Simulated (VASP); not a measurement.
Input of a VASP 6.6.1 run:

File INCAR:

```
PREC = Accurate
ENCUT = 520
EDIFF = 1E-6
ISMEAR = 0
SIGMA = 0.1
LREAL = False
LASPH = True
NELM = 80
ALGO = Normal
ISIF = 2
LWAVE = False
LCHARG = True
GGA = PE
LELF = True
LVHAR = True
NBANDS = 24
```

File KPOINTS:

```
Automatic mesh
0
Gamma
  18 18 18
```

File POSCAR:

```
Rh2C
1.0
    1.5677375637      0.9051337044      4.1919620623
   -1.5677375637      0.9051337044      4.1919620623
    0.0000000000     -1.8102674088      4.1919620622
Rh C
2 1
Direct
    0.7477515813      0.7477515813      0.7477515813
    0.2522484187      0.2522484187      0.2522484187
    0.0000000000      0.0000000000      0.0000000000
```

Potentials or basis: VASP PAW PBE potentials, release 64 (Rh_pv, C).

The run is started by

```bash
$ cat potpaw_PBE.64/Rh_pv/POTCAR potpaw_PBE.64/C/POTCAR > POTCAR
$ mpirun -np 1 vasp_std > vasp.out
```

Q: Estimate the band gap on the k mesh.

A: Zero (band 17 reaches 10.96 eV, above the bottom of band 18 at 8.81 eV).

Q: What does it give for the largest force?

A: 0.020 eV/Å.

Forces in eV/Å, atoms in the order of the input:
```
Rh   0.000  0.000  0.020
Rh   0.000  0.000 -0.020
C    0.000  0.000  0.000
```
